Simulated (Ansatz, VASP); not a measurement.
# Two plane-wave programs on Be2Al

Contents of INCAR:

```
SYSTEM = Be2Al
  PREC = Accurate
  ENCUT = 600
  EDIFF = 1E-7
  ISMEAR = 0
  SIGMA = 0.1
  LREAL = .FALSE.
  LASPH = .TRUE.
  NELM = 80
  ALGO = Normal
  ISIF = 3
  LWAVE = .FALSE.
  LCHARG = .FALSE.
  GGA = PE
  IBRION = 2
  NSW = 90
  EDIFFG = -0.04
```

File KPOINTS:

```
regular mesh
0
G
  4 4 4
  0 0 0
```

The input POSCAR:

```
Be2Al
1.0
    4.0785179324      0.0000000000      0.0000000000
    0.0000000000      4.0785179324      0.0000000000
    0.0000000000      0.0000000000      3.7649541965
Be Al
4 2
Direct
    0.1250000000      0.3333333333      0.0000000000
    0.8750000000      0.6666666667      0.0000000000
    0.6666666667      0.1250000000      0.5000000000
    0.3333333333      0.8750000000      0.5000000000
    0.5000000000      0.5000000000      0.0000000000
    0.5000000000      0.5000000000      0.5000000000
```

Input for Ansatz:

```yaml
crystal:
  lattice:
    - [4.0785179324, 0.0, 0.0]
    - [0.0, 4.0785179324, 0.0]
    - [0.0, 0.0, 3.7649541965]
  atoms:
    - { symbol: Be, position: [0.125, 0.3333333333, 0.0] }
    - { symbol: Be, position: [0.875, 0.6666666667, 0.0] }
    - { symbol: Be, position: [0.6666666667, 0.125, 0.5] }
    - { symbol: Be, position: [0.3333333333, 0.875, 0.5] }
    - { symbol: Al, position: [0.5, 0.5, 0.0] }
    - { symbol: Al, position: [0.5, 0.5, 0.5] }
basis:
  ecutwfc: 420
kpoints:
  mp_grid: { grid: [4, 4, 4] }
hamiltonian:
  xc: pbe
scf:
  occupations: { method: gaussian, width: 0.1 }
  lower_state_search: "off"
output:
  forces: true
  stress: true
  eigenvalues: true
relax:
  adjacent_minimum: "off"
  f_tol: 0.04
  max_steps: 70
  cell: { stress_tol: 0.4 }
```

Alike in both runs: task relaxation of cell and atoms; functional PBE; k mesh 4 × 4 × 4; occupations gaussian, width 0.1 eV; no spin polarisation.

|  | VASP | Ansatz |
| --- | --- | --- |
| version | VASP 6.6.1 | Ansatz 0.2.0 |
| potentials or method | VASP PAW PBE potentials, release 64 (Be, Al), cutoff 600 eV | scalar-relativistic, plane waves, PAW |
| valence electrons in the cell | 14 | 14 |

Ansatz gave:

* gap on the k mesh at the Fermi level, each at its own relaxed structure (eV): none
* relaxed volume (Å³/atom): 14.53
* relaxed length of the cell vector where the two differ most in proportion (Å): 4.846

Question: What did VASP give for the same quantities?

Answer: gap on the k mesh at the Fermi level, each at its own relaxed structure (eV): none; relaxed volume (Å³/atom): 14.46; relaxed length of the cell vector where the two differ most in proportion (Å): 4.827.

A gap of «none» marks a metal or a gap that the smearing closes.

The k mesh is coarse, so the values compare programs but aren't converged. Noted on VASP's run: the volume moved by over 15 % at a fixed basis, so the end points are rough.
